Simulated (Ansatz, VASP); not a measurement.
**Ag in VASP and in Ansatz**

The input POSCAR:

```
Ag
1.0
    0.0000000000      2.0791836220      2.0791836220
    2.0791836220      0.0000000000      2.0791836220
    2.0791836220      2.0791836220      0.0000000000
Ag
1
Direct
    0.0000000000      0.0000000000      0.0000000000
```

Contents of INCAR.step1:

```
SYSTEM = Ag
ALGO = Normal
EDIFF = 1E-4
ENCUT = 520
GGA = PE
ISMEAR = -1
LASPH = .True.
LCHARG = .False.
LREAL = .False.
LWAVE = .True.
NBANDS = 12
NELM = 60
PREC = Accurate
SIGMA = 0.05
```

File INCAR.step2:

```
SYSTEM = Ag
ALGO = Normal
EDIFF = 1E-8
ENCUT = 520
ISIF = 2
ISMEAR = -1
ISTART = 1
LASPH = .True.
LCHARG = .False.
LEFG = .True.
LMIXTAU = .True.
LREAL = .False.
LWAVE = .False.
METAGGA = R2SCAN
NBANDS = 12
NELM = 60
PREC = Accurate
SIGMA = 0.05
```

File KPOINTS:

```
k-points
0
Gamma
  14 14 14
  0 0 0
```

Input for Ansatz:

```yaml
crystal:
  lattice:
    - [0.0, 2.079183622, 2.079183622]
    - [2.079183622, 0.0, 2.079183622]
    - [2.079183622, 2.079183622, 0.0]
  atoms:
    - { symbol: Ag, position: [0.0, 0.0, 0.0] }
kpoints:
  mp_grid: { grid: [14, 14, 14] }
scf:
  occupations: { method: fermi_dirac, width: 0.05 }
hamiltonian:
  xc: r2scan
  pseudopotentials: { kind: paw }
output:
  forces: true
  stress: true
  eigenvalues: true
  efg: { contact_densities: true }
  write_density: true
  write_potential: true
  elf: true
  volumetric_format: npy
```

Change from the starting cell: volume scaled by 1.04, PAW files.

Alike in both runs: task electric field gradients; functional r2SCAN; k mesh 14 × 14 × 14; occupations fermi-dirac, width 0.05 eV; no spin polarisation.

|  | VASP | Ansatz |
| --- | --- | --- |
| version | VASP 6.6.1 | Ansatz 0.2.0 |
| potentials or method | VASP PAW PBE potentials, release 64 (Ag) | PAW with Ansatz's default frozen-core files, scalar-relativistic |
| plane-wave cutoff (eV) | 520 | 500 |
| valence electrons in the cell | 11 | 19 |

Ansatz gave:

```
pressure (GPa) : -3.6
```

Q: Estimate VASP's values.

A: Pressure (GPa): -3.5.

VASP's potentials were made for PBE, not for r2SCAN. VASP's potentials hold 11 valence electrons a cell and Ansatz's 19, so a difference there can come from the potentials and not from the codes.
